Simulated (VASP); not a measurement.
# Sb (R-3m) in VASP: further runs

The runs below take Sb through single point, with PBEsol.

All numbers are computed with VASP 6.6.1; they aren't measurements. Logs are shortened: lines on timing, memory, paths and dates and some standing lists are left out, and cuts for length are marked.

### 1 The cell of the first run

The structure is trigonal, space group R-3m (No. 166). Conventional cell: a = 4.237 Å, b = 4.237 Å, c = 11.232 Å, α = 90.00°, β = 90.00°, γ = 120.00°. Within 3.8 Å of Sb (site symmetry 3m) lie 6 Sb at 2.87 to 3.32 Å.

### 2 Single point, PBEsol (strain -0.015 along x and y, +0.000 along z)

File INCAR:

```
SYSTEM = Sb
PREC = Accurate
ENCUT = 520
EDIFF = 1E-6
ISMEAR = 0
SIGMA = 0.15
LREAL = .False.
LASPH = .True.
NELM = 100
ALGO = Normal
ISIF = 2
LWAVE = .False.
LCHARG = .False.
GGA = PS
NBANDS = 12
```

File KPOINTS:

```
regular mesh
0
Gamma
  12 12 12
  0 0 0
```

File POSCAR:

```
Sb
1.0
    2.1183413270      1.2230249354      3.7440000000
   -2.1183413270      1.2230249354      3.7440000000
    0.0000000000     -2.4460498707      3.7440000000
Sb
2
Direct
    0.2336400000      0.2336400000      0.2336400000
    0.7663600000      0.7663600000      0.7663600000
```

Potentials or basis: VASP PAW PBE potentials, release 64 (Sb).

Run with:

```
$ cat potpaw_PBE.64/Sb/POTCAR > POTCAR
$ mpirun -np 1 vasp_std > vasp.out
```

OUTCAR:

```text
SYSTEM = Sb
   PREC = Accurate
   ENCUT = 520
   EDIFF = 1E-6
   ISMEAR = 0
   LREAL = .False.
   LASPH = .True.
   NELM = 100
   ISIF = 2
   GGA = PS

 ion  position               nearest neighbor table
   1  0.234  0.234  0.234-   2 2.87   2 2.87   2 2.87   2 3.32   2 3.32   2 3.32
   2  0.766  0.766  0.766-   1 2.87   1 2.87   1 2.87   1 3.32   1 3.32   1 3.32

  LATTYP: Found a trigonal (rhomboedric) cell.
 ALAT       =     4.4722137662
 COS(alpha) =     0.5512786171

  Lattice vectors:

 A1 = (   2.1183413270,   1.2230249354,   3.7440000000)
 A2 = (  -2.1183413270,   1.2230249354,   3.7440000000)
 A3 = (   0.0000000000,  -2.4460498707,   3.7440000000)

Analysis of symmetry for initial positions (statically):
=====================================================================
 Subroutine PRICEL returns:
 Original cell was already a primitive cell.

 Routine SETGRP: Setting up the symmetry group for a
 trigonal (rhombohedral) supercell.

 Subroutine GETGRP returns: Found 12 space group operations
 (whereof 12 operations were pure point group operations)
 out of a pool of 12 trial point group operations.

The static configuration has the point symmetry D_3d.

Analysis of symmetry for dynamics (positions and initial velocities):
=====================================================================
 Subroutine PRICEL returns:
 Original cell was already a primitive cell.

 Routine SETGRP: Setting up the symmetry group for a
 trigonal (rhombohedral) supercell.

 Subroutine GETGRP returns: Found 12 space group operations
 (whereof 12 operations were pure point group operations)
 out of a pool of 12 trial point group operations.

The dynamic configuration has the point symmetry D_3d.

 Subroutine INISYM returns: Found 12 space group operations
 (whereof 12 operations are pure point group operations),
 and found     1 'primitive' translations

----------------------------------------------------------------------------------------

                                     Primitive cell

  volume of cell :      58.1994

  direct lattice vectors                    reciprocal lattice vectors
     2.118341327  1.223024935  3.744000000     0.236033728  0.136274136  0.089031339
    -2.118341327  1.223024935  3.744000000    -0.236033728  0.136274136  0.089031339
     0.000000000 -2.446049871  3.744000000     0.000000000 -0.272548272  0.089031339

  length of vectors
     4.472213766  4.472213766  4.472213766     0.286721363  0.286721363  0.286721363

  position of ions in fractional coordinates (direct lattice)
     0.233640000  0.233640000  0.233640000
     0.766360000  0.766360000  0.766360000

  ion indices of the primitive-cell ions
   primitive index   ion index
                 1           1
                 2           2

----------------------------------------------------------------------------------------

 KPOINTS: regular mesh

Automatic generation of k-mesh.
 Grid dimensions read from file:
 generate k-points for:   12   12   12

 Generating k-lattice:

  Cartesian coordinates                     Fractional coordinates (reciprocal lattice)
     0.019669477  0.011356178  0.007419278     0.083333333 -0.000000000  0.000000000
    -0.019669477  0.011356178  0.007419278    -0.000000000  0.083333333  0.000000000
     0.000000000 -0.022712356  0.007419278     0.000000000  0.000000000  0.083333333

  Length of vectors
     0.023893447  0.023893447  0.023893447

  Shift w.r.t. Gamma in fractional coordinates (k-lattice)
     0.000000000  0.000000000  0.000000000

 Subroutine IBZKPT returns following result:
 ===========================================

 Found    189 irreducible k-points:

 Following reciprocal coordinates:
            Coordinates               Weight
  0.000000  0.000000  0.000000      1.000000
  0.083333 -0.000000  0.000000      6.000000
  0.166667 -0.000000  0.000000      6.000000
  0.250000 -0.000000  0.000000      6.000000
  0.333333  0.000000  0.000000      6.000000
  0.416667 -0.000000  0.000000      6.000000
[... 16 lines left out ...]
  0.500000  0.166667  0.000000     12.000000
 -0.416667  0.166667 -0.000000     12.000000
 [... further k-points ...]
   k-points           NKPTS =    189   k-points in BZ     NKDIM =    189   number of bands    NBANDS=     12
   number of dos      NEDOS =    301   number of ions     NIONS =      2
   total plane-waves  NPLWV =  46656
   dimension x,y,z NGX =    36 NGY =   36 NGZ =   36
   dimension x,y,z NGXF=    72 NGYF=   72 NGZF=   72
   ions per type =               2
   NGX,Y,Z   is equivalent  to a cutoff of  13.38, 13.38, 13.38 a.u.
   NGXF,Y,Z  is equivalent  to a cutoff of  26.76, 26.76, 26.76 a.u.
 SYSTEM =  Sb
   PREC   = accura    normal or accurate (medium, high low for compatibility)
   ISTART =      0    job   : 0-new  1-cont  2-samecut
   ICHARG =      2    charge: 1-file 2-atom 10-const
   ISPIN  =      1    spin polarized calculation?
   LNONCOLLINEAR =      F non collinear calculations
   LSORBIT =      F    spin-orbit coupling
   LASPH  =      T    aspherical Exc in radial PAW
   ENCUT  =  520.0 eV  38.22 Ry    6.18 a.u.   8.32  8.32  8.32*2*pi/ulx,y,z
   NELM   =    100;   NELMIN=  2; NELMDL= -5     # of ELM steps
   EDIFF  = 0.1E-05   stopping-criterion for ELM
   LREAL  =      F    real-space projection
   EDIFFG = 0.1E-04   stopping-criterion for IOM
   NSW    =      0    number of steps for IOM
   IBRION =     -1    ionic relax: 0-MD 1-quasi-New 2-CG
   NFREE  =      0    steps in history (QN), initial steepest desc. (CG)
   ISIF   =      2    stress and relaxation
   ISYM   =      2    0-nonsym 1-usesym 2-fastsym
   POTIM  = 0.5000    time-step for ionic-motion
   TEBEG  =    0.0;   TEEND  =   0.0 temperature during run
   PSTRESS=    0.0 pullay stress
   NELECT =      10.0000    total number of electrons
   NUPDOWN=      -1.0000    fix difference up-down
   EMIN   =  10.00;   EMAX   =-10.00  energy-range for DOS
   EFERMI =   0.00;   METHOD = LEGACY
   ISMEAR =     0;   SIGMA  =   0.15  broadening in eV -4-tet -1-fermi 0-gaus
   EFERMI_NEDOS =   21; number of points for ismear=-14 and -15
   IALGO  =     38    algorithm
   IMIX   =      4    mixing-type and parameters
     AMIX     =   0.40;   BMIX     =  1.00
     AMIX_MAG =   1.60;   BMIX_MAG =  1.00
  volume/ion in A,a.u.               =      29.10       196.37
  Fermi-wavevector in a.u.,A,eV,Ry     =   0.910127  1.719891 11.270132  0.828331
  Thomas-Fermi vector in A             =   2.034253
   LORBIT       =      0    0 simple, 1 ext, 2 COOP (PROOUT), +10 PAW based schemes
   GGA     = PS    functional components
   LHFCALC =     F    Hartree Fock is set to
   AEXX    =    0.0000 exact exchange contribution
   IVDW    =     0    specifies the selected vdW correction
   LEPSILON=     F    determine dielectric tensor
   LRPA    =     F    only Hartree local field effects (RPA)
 non-spin polarized calculation
 Gauss-broadening in eV      SIGMA  =   0.15
  energy-cutoff  :      520.00
  volume of cell :       58.20
 maximum number of plane-waves:      1580
 NGX is ok and might be reduce to    36
   NGX = 17   NGY = 17   NGZ = 17

 number of electron      10.0000000 magnetization

 Free energy of the ion-electron system (eV)
  ---------------------------------------------------
  ext. energy  EPLUGINS =         0.00000000
  ---------------------------------------------------
  free energy    TOTEN  =        -9.08949215 eV

  energy without entropy =       -9.08690675  energy(sigma->0) =       -9.08819945

 E-fermi :   7.6219     XC(G=0):  -9.8219

 val. band max:        7.5822311180   @ k =   0.4167   0.3333   0.3333
 cond. band min:       7.6913733368   @ k =   0.5000  -0.0000   0.0000
 fundamental gap:      0.1091422189
 Fermi energy:         7.6218522466

 k-point     1 :       0.0000    0.0000    0.0000
  band No.  band energies     occupation
      1      -5.4285      2.00000
      2       2.9882      2.00000
      3       5.3578      2.00000
      4       5.8075      2.00000
      5       5.8075      2.00000
      6       9.6824      0.00000
      7      10.3626      0.00000
      8      10.3626      0.00000
      9      12.7055      0.00000
     10      12.7055      0.00000
     11      12.8190      0.00000
     12      14.0096      0.00000

 k-point     2 :       0.0833   -0.0000    0.0000
  band No.  band energies     occupation
      1      -5.3482      2.00000
      2       2.5946      2.00000
      3       5.4067      2.00000
      4       5.7824      2.00000
      5       5.9335      2.00000
      6       9.6898      0.00000
      7      10.1373      0.00000
      8      10.1753      0.00000
      9      12.2782      0.00000
     10      12.6024      0.00000
     11      12.7035      0.00000
     12      14.6673      0.00000

 k-point     3 :       0.1667   -0.0000    0.0000
  band No.  band energies     occupation
      1      -5.1080      2.00000
      2       1.6938      2.00000
      3       5.4259      2.00000
      4       5.7220      2.00000
      5       6.2351      2.00000
      6       9.4466      0.00000
      7       9.6238      0.00000
      8       9.6813      0.00000
      9      12.0632      0.00000
     10      12.5458      0.00000
     11      12.9971      0.00000
     12      15.9492      0.00000

 k-point     4 :       0.2500   -0.0000    0.0000
  band No.  band energies     occupation
      1      -4.7112      2.00000
      2       0.6110      2.00000
      3       5.4418      2.00000
      4       5.6580      2.00000
      5       6.5291      2.00000
      6       8.8968      0.00000
      7       8.9614      0.00000
      8       9.0894      0.00000
      9      12.4259      0.00000
     10      13.0656      0.00000
     11      13.6806      0.00000
     12      17.5340      0.00000

 k-point     5 :       0.3333    0.0000    0.0000
  band No.  band energies     occupation
      1      -4.1650      2.00000
      2      -0.4935      2.00000
      3       5.5025      2.00000
      4       5.6149      2.00000
      5       6.7817      2.00000
      6       8.2936      0.00000
      7       8.3313      0.00000
      8       8.5721      0.00000
      9      13.1219      0.00000
     10      14.1028      0.00000
     11      14.6574      0.00000
     12      18.1771      0.00000
[... 228 lines left out ...]
      1      -4.3225      2.00000
      2       0.2280      2.00000
      3       4.2913      2.00000
      4       4.7727      2.00000
      5       5.8992      2.00000
      6       9.4160      0.00000
      7      10.0834      0.00000
      8      10.4362      0.00000
      9      11.4606      0.00000
     10      14.5485      0.00000
     11      15.3215      0.00000
     12      16.7168      0.00000

 k-point    22 :       0.4167    0.1667    0.0000
  band No.  band energies     occupation
      1      -3.7555      2.00000
      2      -0.7213      2.00000
      3       4.1308      2.00000
      4       4.6889      2.00000
      5       5.6362      2.00000
      6       9.5973      0.00000
      7       9.6197      0.00000
      8      10.2679      0.00000
      9      12.0791      0.00000
     10      15.2822      0.00000
     11      16.4954      0.00000
     12      16.8283      0.00000

 k-point    23 :       0.5000    0.1667    0.0000
  band No.  band energies     occupation
      1      -3.0837      2.00000
      2      -1.6383      2.00000
      3       3.8930      2.00000
      4       4.8417      2.00000
      5       5.6373      2.00000
      6       9.0026      0.00000
      7       9.3228      0.00000
      8      10.4926      0.00000
      9      13.2239      0.00000
     10      15.4122      0.00000
     11      16.3029      0.00000
     12      16.8044      0.00000

 k-point    24 :      -0.4167    0.1667   -0.0000
  band No.  band energies     occupation
      1      -2.7779      2.00000
      2      -2.0066      2.00000
      3       3.7100      2.00000
      4       5.1892      2.00000
      5       5.8262      2.00000
      6       8.4812      0.00000
      7       8.9300      0.00000
      8      10.8012      0.00000
      9      14.0705      0.00000
     10      14.7631      0.00000
     11      15.3719      0.00000
     12      17.4883      0.00000

 [... further k-points ...]

------------------------ aborting loop because EDIFF is reached ----------------------------------------

  FORCE on cell =-STRESS in cart. coord.  units (eV):
  Direction    XX          YY          ZZ          XY          YZ          ZX
  --------------------------------------------------------------------------------------
  -------------------------------------------------------------------------------------
  Total        1.1535198      1.1535198      0.6108996      0.0000000      0.0000000      0.0000000
  in kB       31.7553798     31.7553798     16.8175264      0.0000000      0.0000000      0.0000000
  external PRESSURE =      26.7760954 kB  Pullay stress =       0.0000000 kB

 VOLUME and BASIS-vectors are now :
 -----------------------------------------------------------------------------
  energy-cutoff  :      520.00
  volume of cell :       58.20
      direct lattice vectors                 reciprocal lattice vectors
     2.118341327  1.223024935  3.744000000     0.236033728  0.136274136  0.089031339
    -2.118341327  1.223024935  3.744000000    -0.236033728  0.136274136  0.089031339
     0.000000000 -2.446049871  3.744000000     0.000000000 -0.272548272  0.089031339

 POSITION                                       TOTAL-FORCE (eV/Angst)
 -----------------------------------------------------------------------------------
      0.00000      0.00000      2.62424         0.000000      0.000000      0.386069
      0.00000      0.00000      8.60776         0.000000     -0.000000     -0.386069
 -----------------------------------------------------------------------------------
    total drift:                                0.000000     -0.000000      0.000000

  FREE ENERGIE OF THE ION-ELECTRON SYSTEM (eV)
  ---------------------------------------------------
  free  energy   TOTEN  =        -9.0894921536 eV

  energy  without entropy=       -9.0869067485  energy(sigma->0) =       -9.08819945
```

It took 97 s on 1 thread of Intel Xeon 8259CL, shared host; peak memory 0.27 GiB.

What came out:

```yaml
Free_energy: -9.0895 eV
Pressure: 2.7 GPa
Largest_force: 0.386 eV/Å
Band_gap_on_the_k_mesh: zero (band 5 reaches 7.78 eV, above the bottom of band 6 at 7.39 eV)
```

Forces in eV/Å, atoms in the order of the input:
```
Sb   0.000  0.000  0.386
Sb   0.000  0.000 -0.386
```

Caveat: the cell differs from its parent crystal (strain -0.015 along x and y, +0.000 along z); the PAW data sets were made with another functional, which shifts forces and pressure a little; spin-orbit coupling is left out, which moves the levels of the heavy elements.

### 3 Single point, PBEsol (strain +0.000 along x and y, -0.015 along z)

File INCAR:

```
SYSTEM = Sb
  ALGO = Normal
  EDIFF = 1E-7
  ENCUT = 520
  GGA = PS
  ISIF = 2
  ISMEAR = 0
  LASPH = .TRUE.
  LCHARG = .FALSE.
  LREAL = .FALSE.
  LWAVE = .FALSE.
  NBANDS = 12
  NELM = 60
  PREC = Accurate
  SIGMA = 0.15
```

File KPOINTS:

```
k-points
0
G
  12 12 12
  0 0 0
```

File POSCAR:

```
Sb
1.0
    2.1506003320      1.2416496806      3.6878400000
   -2.1506003320      1.2416496806      3.6878400000
    0.0000000000     -2.4832993611      3.6878400000
Sb
2
Direct
    0.2336400000      0.2336400000      0.2336400000
    0.7663600000      0.7663600000      0.7663600000
```

Potentials or basis: VASP PAW PBE potentials, release 64 (Sb).

Run with:

```
$ cat potpaw_PBE.64/Sb/POTCAR > POTCAR
$ mpirun -np 1 vasp_std > vasp.out
```

Wall time 2.4 min (1 thread of Intel Xeon 8259CL, shared host); peak memory 0.28 GiB.

The run converged. Its results:

* Free energy: -9.1070 eV
* Pressure: 1.4 GPa
* Largest force: 0.321 eV/Å
* Band gap on the k mesh: zero (band 5 reaches 7.47 eV, above the bottom of band 6 at 7.16 eV)

Forces on the atoms (eV/Å):
```
Sb   0.000  0.000  0.321
Sb   0.000  0.000 -0.321
```

Stress tensor (GPa, compression positive):
```
1.46 0.00 0.00
0.00 1.46 0.00
0.00 0.00 1.31
```

Levels at points of the mesh, in eV from the Fermi level:
```tsv
k point	band 3	band 4	band 5	band 6	band 7	band 8
(0.00, 0.00, 0.00)	-1.94	-1.84	-1.84	2.14	2.79	2.79
(0.50, 0.00, 0.00)	-1.93	-1.71	-0.23	-0.20	0.30	0.50
(0.50, 0.50, 0.00)	-5.53	-3.77	-3.76	1.44	5.16	5.66
(0.50, 0.50, 0.50)	-1.35	-1.35	-0.56	0.07	0.07	1.13
```

Caveat: the cell differs from its parent crystal (strain +0.000 along x and y, -0.015 along z); the PAW data sets were made with another functional, which shifts forces and pressure a little; spin-orbit coupling is left out, which moves the levels of the heavy elements.

### 4 Single point, PBEsol (strain -0.015 along x and y, +0.015 along z)

File INCAR:

```
SYSTEM = Sb
PREC = Accurate
ENCUT = 520
EDIFF = 1E-6
ISMEAR = 0
SIGMA = 0.15
LREAL = .False.
LASPH = .True.
NELM = 100
ALGO = Normal
ISIF = 2
LWAVE = .False.
LCHARG = .False.
GGA = PS
NBANDS = 12
```

File KPOINTS:

```
Automatic mesh
0
Gamma
  12 12 12
  0 0 0
```

File POSCAR:

```
Sb
1.0
    2.1183413270      1.2230249354      3.8001600000
   -2.1183413270      1.2230249354      3.8001600000
    0.0000000000     -2.4460498707      3.8001600000
Sb
2
Direct
    0.2336400000      0.2336400000      0.2336400000
    0.7663600000      0.7663600000      0.7663600000
```

Run with:

```
$ cat potpaw_PBE.64/Sb/POTCAR > POTCAR
$ mpirun -np 1 vasp_std > vasp.out
```

It took 2.7 min on 1 thread of Intel Xeon 8259CL, shared host; peak memory 0.28 GiB.

Results (log left out):

- Free energy: -9.0957 eV
- Pressure: 1.8 GPa
- Largest force: 0.289 eV/Å
- Band gap on the k mesh: zero (band 5 reaches 7.57 eV, above the bottom of band 6 at 7.21 eV)

Forces in eV/Å, atoms in the order of the input:
```
Sb   0.000  0.000  0.289
Sb   0.000  0.000 -0.289
```

Stress tensor (GPa, compression positive):
```
2.35 0.00 0.00
0.00 2.35 0.00
0.00 0.00 0.61
```

Levels at points of the mesh, in eV from the Fermi level:
```csv
k point,band 2,band 3,band 4,band 5,band 6,band 7,band 8,band 9
"(0.00, 0.00, 0.00)",-4.74,-2.33,-1.72,-1.72,2.06,2.72,2.72,5.17
"(0.50, 0.00, 0.00)",-9.71,-2.03,-1.98,-0.29,-0.22,-0.01,0.53,7.26
"(0.50, 0.50, 0.00)",-8.06,-5.56,-3.94,-3.66,1.42,4.99,5.61,7.00
"(0.50, 0.50, 0.50)",-9.13,-1.23,-1.23,-0.29,0.25,0.25,1.32,6.84
```

Caveat: the cell differs from its parent crystal (strain -0.015 along x and y, +0.015 along z); the PAW data sets were made with another functional, which shifts forces and pressure a little; spin-orbit coupling is left out, which moves the levels of the heavy elements.

(Continued in part 2 of 2.)
